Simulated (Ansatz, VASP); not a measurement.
Ge: VASP beside Ansatz

File INCAR:

```
SYSTEM = Ge
PREC     = Accurate       ! precision mode
ENCUT    = 520            ! plane-wave cutoff, eV
EDIFF    = 1E-6           ! SCF threshold, eV
ISMEAR   = 0              ! smearing method
SIGMA    = 0.1            ! smearing width, eV
LREAL    = .False.        ! projectors in reciprocal space
LASPH    = .True.         ! aspherical terms in the spheres
NELM     = 100            ! most SCF steps
ALGO     = Normal         ! electronic algorithm
ISIF     = 2              ! what is computed and relaxed
LWAVE    = .False.        ! write WAVECAR
LCHARG   = .True.         ! write CHGCAR
GGA      = PS             ! functional
LELF     = .True.         ! ELF
LVHAR    = .True.       
NBANDS   = 96             ! bands
```

KPOINTS

```
Automatic mesh
0
Gamma
  4 4 4
  0 0 0
```

POSCAR

```
Ge
1.0
    5.9372086600      0.0000000000      0.0000000000
    0.0000000000      5.9372086600      0.0000000000
    0.0000000000      0.0000000000      7.0806530000
Ge
12
Direct
    0.0856035700      0.0856035700      0.0000000000
    0.4143964300      0.5856035700      0.7500000000
    0.5856035700      0.4143964300      0.2500000000
    0.9143964300      0.9143964300      0.5000000000
    0.1694391000      0.3720959400      0.2454362400
    0.1279040600      0.6694391000      0.9954362400
    0.8720959400      0.3305609000      0.4954362400
    0.6694391000      0.1279040600      0.0045637600
    0.3305609000      0.8720959400      0.5045637600
    0.8305609000      0.6279040600      0.7454362400
    0.3720959400      0.1694391000      0.7545637600
    0.6279040600      0.8305609000      0.2545637600
```

Input for Ansatz:

```yaml
crystal:
  lattice:
    - [5.93720866, 0.0, 0.0]
    - [0.0, 5.93720866, 0.0]
    - [0.0, 0.0, 7.080653]
  atoms:
    - { symbol: Ge, position: [0.08560357, 0.08560357, 0.0] }
    - { symbol: Ge, position: [0.41439643, 0.58560357, 0.75] }
    - { symbol: Ge, position: [0.58560357, 0.41439643, 0.25] }
    - { symbol: Ge, position: [0.91439643, 0.91439643, 0.5] }
    - { symbol: Ge, position: [0.1694391, 0.37209594, 0.24543624] }
    - { symbol: Ge, position: [0.12790406, 0.6694391, 0.99543624] }
    - { symbol: Ge, position: [0.87209594, 0.3305609, 0.49543624] }
    - { symbol: Ge, position: [0.6694391, 0.12790406, 0.00456376] }
    - { symbol: Ge, position: [0.3305609, 0.87209594, 0.50456376] }
    - { symbol: Ge, position: [0.8305609, 0.62790406, 0.74543624] }
    - { symbol: Ge, position: [0.37209594, 0.1694391, 0.75456376] }
    - { symbol: Ge, position: [0.62790406, 0.8305609, 0.25456376] }
basis:
  ecutwfc: 420
kpoints:
  mp_grid: { grid: [4, 4, 4] }
hamiltonian:
  xc: pbesol
scf:
  occupations: { method: gaussian, width: 0.1 }
  lower_state_search: "off"
output:
  forces: true
  stress: true
  eigenvalues: true
```

Alike in both runs: task single point; functional PBEsol; k mesh 4 × 4 × 4; occupations gaussian, width 0.1 eV; no spin polarisation.

|  | VASP | Ansatz |
| --- | --- | --- |
| version | VASP 6.6.1 | Ansatz 0.2.0 |
| potentials or method | VASP PAW PBE potentials, release 64 (Ge_d), cutoff 520 eV | scalar-relativistic, plane waves, PAW |
| valence electrons in the cell | 168 | 168 |

```tsv
	VASP	Ansatz	Ansatz less VASP
gap on the k mesh at the Fermi level (eV)	0.93	0.93	-0.004
least direct gap on the mesh (eV)	1.24	1.23	-0.004
pressure (GPa)	-0.3	-0.4	-0.08
traceless stress, the component that is largest in VASP (GPa)	0.07	0.07	+0.001
rms of the force components (eV/Å)	0.051	0.052	+0.0016
```

VASP's potentials were made for PBE, not for PBEsol. Atom by atom the forces differ by 0.002 eV/Å (rms over components).
